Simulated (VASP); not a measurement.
A run of VASP 6.6.1 is set up as follows.

The input POSCAR:

```
MgO
1.0
    2.1179674593      2.1179674593      0.0000000000
   -2.1179674593      2.1179674593      0.0000000000
    0.0000000000      0.0000000000      4.0782698471
Mg O
2 2
Direct
    0.0000000000      0.0000000000      0.0000000000
    0.5000000000      0.5000000000      0.5000000000
    0.5000000000      0.5000000000      0.0000000000
    0.0000000000      0.0000000000      0.5000000000
```

Contents of INCAR.step1:

```
ALGO = Normal
EDIFF = 1E-4
ENCUT = 520
GGA = PE
ISMEAR = 0
LASPH = True
LCHARG = False
LREAL = False
LWAVE = True
NBANDS = 16
NELM = 60
PREC = Accurate
SIGMA = 0.02
```

The input INCAR.step2:

```
ALGO = Normal
EDIFF = 1E-6
ENCUT = 520
ISIF = 2
ISMEAR = 0
ISTART = 1
LASPH = True
LCHARG = False
LMIXTAU = True
LREAL = False
LWAVE = False
METAGGA = R2SCAN
NBANDS = 16
NELM = 60
PREC = Accurate
SIGMA = 0.02
```

Contents of KPOINTS:

```
k-points
0
Gamma
  8 8 6
```

Potentials or basis: VASP PAW PBE potentials, release 64 (Mg, O).

Run with:

```console
$ cat potpaw_PBE.64/Mg/POTCAR potpaw_PBE.64/O/POTCAR > POTCAR
$ cp INCAR.step1 INCAR
$ mpirun -np 1 vasp_std > vasp.out
$ cp INCAR.step2 INCAR
$ mpirun -np 1 vasp_std > vasp.out
```

Problem. What does it give for the pressure?

Solution. 2.1 GPa.

Problem. What does it give for the band gap on the k mesh?

Solution. 5.78 eV.

Stress tensor (GPa, compression positive):
```
-1.13  0.00  0.00
 0.00 -1.13  0.00
 0.00  0.00  8.49
```

Caveat: the cell differs from its parent crystal (uniaxial strain along c: -3.0 %, then relaxed in part); the PAW data sets were made with another functional, which shifts forces and pressure a little.
